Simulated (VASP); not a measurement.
# CdIn2O4 (Fd-3m) in VASP: dielectric tensor with PBE

Aim: the dielectric tensor of CdIn2O4 with PBE.

Program: VASP 6.6.1. These are calculated values, not measurements. Logs are shortened: lines on timing, memory, paths and dates and some standing lists are left out, and cuts for length are marked.

**1. The cell of the first run**

Symmetry: Fd-3m, No. 227, cubic system. Conventional cell: a = 9.201 Å, b = 9.201 Å, c = 9.201 Å, α = 90.00°, β = 90.00°, γ = 90.00°. Cd (site symmetry -43m) has 4 O at 2.20 Å within 2.9 Å. In (site symmetry -3m) has 6 O at 2.19 Å within 2.9 Å. O (site symmetry 3m) has 3 In at 2.19 Å and 1 Cd at 2.20 Å and 3 O at 2.91 Å within 3.0 Å.

**2. Dielectric tensor, PBE**

Input file INCAR:

```
SYSTEM = CdIn2O4
  ALGO = Normal
  EDIFF = 1E-8
  ENCUT = 520
  GGA = PE
  GGA_COMPAT = .False.
  ISIF = 2
  ISMEAR = 0
  KPAR = 4
  LASPH = .True.
  LCHARG = .False.
  LEPSILON = .True.
  LREAL = .False.
  LWAVE = .False.
  NELM = 120
  PREC = Accurate
  SIGMA = 0.01
```

Input file KPOINTS:

```
k-points
0
Gamma
  4 4 4
  0 0 0
```

Input file POSCAR:

```
CdIn2O4
1.0
    0.0000000000      4.6003631796      4.6003631796
    4.6003631796      0.0000000000      4.6003631796
    4.6003631796      4.6003631796      0.0000000000
Cd In O
2 4 8
Direct
    0.0000000000      0.0000000000      0.0000000000
    0.2500000000      0.2500000000      0.2500000000
    0.6250000000      0.6250000000      0.6250000000
    0.1250000000      0.6250000000      0.6250000000
    0.6250000000      0.6250000000      0.1250000000
    0.6250000000      0.1250000000      0.6250000000
    0.8618762811      0.8618762811      0.8618762811
    0.8356288432      0.3881237189      0.3881237189
    0.8618762811      0.8618762811      0.4143711568
    0.3881237189      0.8356288432      0.3881237189
    0.4143711568      0.8618762811      0.8618762811
    0.3881237189      0.3881237189      0.3881237189
    0.8618762811      0.4143711568      0.8618762811
    0.3881237189      0.3881237189      0.8356288432
```

Potentials or basis: VASP PAW PBE potentials, release 64 (Cd, In_d, O).

The run is started by

```console
$ cat potpaw_PBE.64/Cd/POTCAR potpaw_PBE.64/In_d/POTCAR potpaw_PBE.64/O/POTCAR > POTCAR
$ mpirun -np 4 vasp_std > vasp.out
```

OUTCAR:

```text
SYSTEM = CdIn2O4
   EDIFF = 1E-8
   ENCUT = 520
   GGA = PE
   ISIF = 2
   ISMEAR = 0
   LASPH = .True.
   LEPSILON = .True.
   LREAL = .False.
   NELM = 120
   PREC = Accurate

 ion  position               nearest neighbor table
   1  0.000  0.000  0.000-   7 2.20   9 2.20  11 2.20  13 2.20   6 3.81   3 3.81   3 3.81   4 3.81
                             5 3.81   6 3.81   5 3.81   4 3.81   5 3.81   3 3.81   4 3.81   6 3.81
   2  0.250  0.250  0.250-  12 2.20  10 2.20   8 2.20  14 2.20   5 3.81   6 3.81   4 3.81   3 3.81
                             3 3.81   6 3.81   3 3.81   4 3.81   5 3.81   4 3.81   5 3.81   6 3.81
   3  0.625  0.625  0.625-   9 2.19  14 2.19  10 2.19  11 2.19  13 2.19   8 2.19   4 3.25   5 3.25
                             6 3.25   5 3.25   6 3.25   4 3.25   1 3.81   2 3.81   1 3.81   2 3.81
   4  0.125  0.625  0.625-  10 2.19  13 2.19   9 2.19  14 2.19   7 2.19  12 2.19   3 3.25   5 3.25
                             6 3.25   3 3.25   5 3.25   6 3.25   1 3.81   2 3.81   2 3.81   1 3.81
   5  0.625  0.625  0.125-   8 2.19  10 2.19  11 2.19  13 2.19  12 2.19   7 2.19   3 3.25   3 3.25
                             4 3.25   6 3.25   6 3.25   4 3.25   1 3.81   2 3.81   1 3.81   2 3.81
   6  0.625  0.125  0.625-   8 2.19  11 2.19   9 2.19  14 2.19  12 2.19   7 2.19   3 3.25   5 3.25
                             3 3.25   4 3.25   5 3.25   4 3.25   1 3.81   2 3.81   1 3.81   2 3.81
   7  0.862  0.862  0.862-   4 2.19   5 2.19   6 2.19   1 2.20
   8  0.836  0.388  0.388-   6 2.19   5 2.19   3 2.19   2 2.20
   9  0.862  0.862  0.414-   4 2.19   6 2.19   3 2.19   1 2.20
  10  0.388  0.836  0.388-   4 2.19   5 2.19   3 2.19   2 2.20
  11  0.414  0.862  0.862-   6 2.19   5 2.19   3 2.19   1 2.20
  12  0.388  0.388  0.388-   4 2.19   5 2.19   6 2.19   2 2.20
  13  0.862  0.414  0.862-   4 2.19   5 2.19   3 2.19   1 2.20
  14  0.388  0.388  0.836-   4 2.19   6 2.19   3 2.19   2 2.20

  LATTYP: Found a face centered cubic cell.
 ALAT       =     9.2007263592

  Lattice vectors:

 A1 = (   0.0000000000,   4.6003631796,   4.6003631796)
 A2 = (   4.6003631796,   0.0000000000,   4.6003631796)
 A3 = (   4.6003631796,   4.6003631796,   0.0000000000)

Analysis of symmetry for initial positions (statically):
=====================================================================
 Subroutine PRICEL returns:
 Original cell was already a primitive cell.

 Routine SETGRP: Setting up the symmetry group for a
 face centered cubic supercell.

 Subroutine GETGRP returns: Found 48 space group operations
 (whereof 24 operations were pure point group operations)
 out of a pool of 48 trial point group operations.

The static configuration has the point symmetry T_d .
 The point group associated with its full space group is O_h .

Analysis of symmetry for dynamics (positions and initial velocities):
=====================================================================
 Subroutine PRICEL returns:
 Original cell was already a primitive cell.

 Routine SETGRP: Setting up the symmetry group for a
 face centered cubic supercell.

[... 827 lines left out ...]
  ---------------------------------------------------
  ---------------------------------------------------
  free energy    TOTEN  =        -2.35100525 eV

  energy without entropy =       -2.35100525

------------------------ aborting loop because EDIFF is reached ----------------------------------------

--------------------------------------- Ionic step        2  -------------------------------------------

------------------------ aborting loop because EDIFF is reached ----------------------------------------

--------------------------------------- Ionic step        3  -------------------------------------------

 Free energy of the ion-electron system (eV)
  ---------------------------------------------------
  ---------------------------------------------------
  free energy    TOTEN  =        -2.35100371 eV

  energy without entropy =       -2.35100371

------------------------ aborting loop because EDIFF is reached ----------------------------------------

 PIEZOELECTRIC TENSOR FIELD DIRECTION 3  (e Angst)
 -----------------------------------------------------------------------------
     0.00267  0.00000  0.00000           ( -0.00002  0.00000  0.00000)
     0.00000  0.00267  0.00000           (  0.00000 -0.00002  0.00000)
     0.00000  0.00000 -0.00568           (  0.00000  0.00000 -0.00005)

 PIEZOELECTRIC TENSOR FIELD DIRECTION 3  (C/m^2)
 -----------------------------------------------------------------------------
     0.00022  0.00000  0.00000
     0.00000  0.00022  0.00000
     0.00000  0.00000 -0.00047

 MACROSCOPIC STATIC DIELECTRIC TENSOR (including local field effects in DFT)
 ------------------------------------------------------
           5.127410     0.000000     0.000000
           0.000000     5.127410    -0.000000
           0.000000     0.000000     5.127410
 ------------------------------------------------------

 PIEZOELECTRIC TENSOR (including local field effects)  for field in x, y, z        (e  Angst)
          XX          YY          ZZ          XY          YZ          ZX
  --------------------------------------------------------------------------------
  x     0.00000     0.00000     0.00000     0.00000    -0.00000     0.00000
  y    -0.00000     0.00000     0.00000     0.00000     0.00000    -0.00000
  z     0.00000     0.00000     0.00000    -0.00000     0.00000     0.00000

 PIEZOELECTRIC TENSOR (including local field effects)  for field in x, y, z        (C/m^2)
          XX          YY          ZZ          XY          YZ          ZX
  --------------------------------------------------------------------------------
  x     0.00000     0.00000     0.00000     0.00000    -0.00000     0.00000
  y    -0.00000     0.00000     0.00000     0.00000     0.00000    -0.00000
  z     0.00000     0.00000     0.00000    -0.00000     0.00000     0.00000

 BORN EFFECTIVE CHARGES (including local field effects) (in |e|, cummulative output)
 ---------------------------------------------------------------------------------
 ion    1
    1     2.48990     0.00000     0.00000
    2    -0.00000     2.48990    -0.00000
    3    -0.00000    -0.00000     2.48990
 ion    2
    1     2.48990    -0.00000    -0.00000
    2    -0.00000     2.48990     0.00000
    3     0.00000    -0.00000     2.48990
 ion    3
    1     3.07210     0.30742     0.30742
    2     0.30742     3.07210     0.30742
    3     0.30742     0.30742     3.07210
 ion    4
    1     3.07210    -0.30742    -0.30742
    2    -0.30742     3.07210     0.30742
    3    -0.30742     0.30742     3.07210
 ion    5
[... 24 lines left out ...]
    1    -2.15852     0.15565     0.15565
    2     0.15565    -2.15852    -0.15565
    3     0.15565    -0.15565    -2.15852
 ion   12
    1    -2.15852    -0.15565    -0.15565
    2    -0.15565    -2.15852    -0.15565
    3    -0.15565    -0.15565    -2.15852
 ion   13
    1    -2.15852     0.15565    -0.15565
    2     0.15565    -2.15852     0.15565
    3    -0.15565     0.15565    -2.15852
 ion   14
    1    -2.15852    -0.15565     0.15565
    2    -0.15565    -2.15852     0.15565
    3     0.15565     0.15565    -2.15852
```

stdout:

```text
POSCAR found type information on POSCAR CdInO
 POSCAR found :  3 types and      14 ions
 scaLAPACK will be used
 LDA part: xc-table for (Slater+PW92), standard interpolation
 POSCAR, INCAR and KPOINTS ok, starting setup
 FFT: planning ... GRIDC
 FFT: planning ... GRID_SOFT
 FFT: planning ... GRID
 WAVECAR not read
 entering main loop
 Linear response reoptimize wavefunctions to high precision
 Linear response G [H, r] |phi>, progress :
  Direction:   1
 Linear response G [H, r] |phi>, progress :
  Direction:   2
 Linear response G [H, r] |phi>, progress :
  Direction:   3
 Linear response to external field (no local field effect), progress :
  Direction:   1
 dielectric tensor                  component  1 :     5.487     0.872     0.509
 Linear response to external field (no local field effect), progress :
  Direction:   2
 dielectric tensor                  component  2 :     0.872     5.594    -0.509
 Linear response to external field (no local field effect), progress :
  Direction:   3
 dielectric tensor                  component  3 :     0.509    -0.509     4.633
 Linear response to external field, progress :
  Direction:   1
 dielectric tensor                  component  1 :     5.127     0.749     0.400
 Linear response to external field, progress :
  Direction:   2
 dielectric tensor                  component  2 :     0.641     5.127    -0.400
 Linear response to external field, progress :
  Direction:   3
 dielectric tensor                  component  3 :     0.293    -0.052     5.127
 Born effective charges drift removed
```

Wall time 14 min (4 MPI ranks of Intel Xeon Platinum 8375C at 2.90GHz (Ice Lake), shared host); peak memory 0.7 GiB.

Results:

```
Band gap on the k mesh                  : 1.06 eV (least direct gap 1.12 eV)
Electronic dielectric tensor (diagonal) : 5.13
Born charges (mean of the diagonal)     : Cd +2.49; In +3.07; O -2.16 e
```

Levels at points of the mesh, in eV from the valence-band top:
| k point | band 59 | band 60 | band 61 | band 62 | band 63 | band 64 | band 65 | band 66 |
| --- | --- | --- | --- | --- | --- | --- | --- | --- |
| (0.00, 0.00, 0.00) | -0.10 | -0.10 | -0.06 | -0.06 | 1.06 | 5.06 | 5.74 | 5.74 |
| (0.50, 0.00, 0.00) | -0.30 | -0.30 | 0.00 | 0.00 | 3.76 | 3.93 | 5.97 | 6.61 |
| (0.50, 0.50, 0.00) | -0.20 | -0.20 | -0.08 | -0.08 | 4.55 | 4.55 | 6.04 | 6.04 |

Electronic dielectric tensor:
```
5.13 0.00 0.00
0.00 5.13 0.00
0.00 0.00 5.13
```

Born effective charge tensors (e):
atom 1, Cd
```
2.49 0.00 0.00
0.00 2.49 0.00
0.00 0.00 2.49
```
atom 2, Cd
```
2.49 0.00 0.00
0.00 2.49 0.00
0.00 0.00 2.49
```
atom 3, In
```
3.07 0.31 0.31
0.31 3.07 0.31
0.31 0.31 3.07
```
atom 4, In
```
 3.07 -0.31 -0.31
-0.31  3.07  0.31
-0.31  0.31  3.07
```
atom 5, In
```
 3.07  0.31 -0.31
 0.31  3.07 -0.31
-0.31 -0.31  3.07
```
atom 6, In
```
 3.07 -0.31  0.31
-0.31  3.07 -0.31
 0.31 -0.31  3.07
```
atom 7, O
```
-2.16 -0.16 -0.16
-0.16 -2.16 -0.16
-0.16 -0.16 -2.16
```
atom 8, O
```
-2.16  0.16  0.16
 0.16 -2.16 -0.16
 0.16 -0.16 -2.16
```
atom 9, O
```
-2.16 -0.16  0.16
-0.16 -2.16  0.16
 0.16  0.16 -2.16
```
atom 10, O
```
-2.16  0.16 -0.16
 0.16 -2.16  0.16
-0.16  0.16 -2.16
```
atom 11, O
```
-2.16  0.16  0.16
 0.16 -2.16 -0.16
 0.16 -0.16 -2.16
```
atom 12, O
```
-2.16 -0.16 -0.16
-0.16 -2.16 -0.16
-0.16 -0.16 -2.16
```
atom 13, O
```
-2.16  0.16 -0.16
 0.16 -2.16  0.16
-0.16  0.16 -2.16
```
atom 14, O
```
-2.16 -0.16  0.16
-0.16 -2.16  0.16
 0.16  0.16 -2.16
```

Caveat: spin-orbit coupling is left out, which moves the levels of the heavy elements.
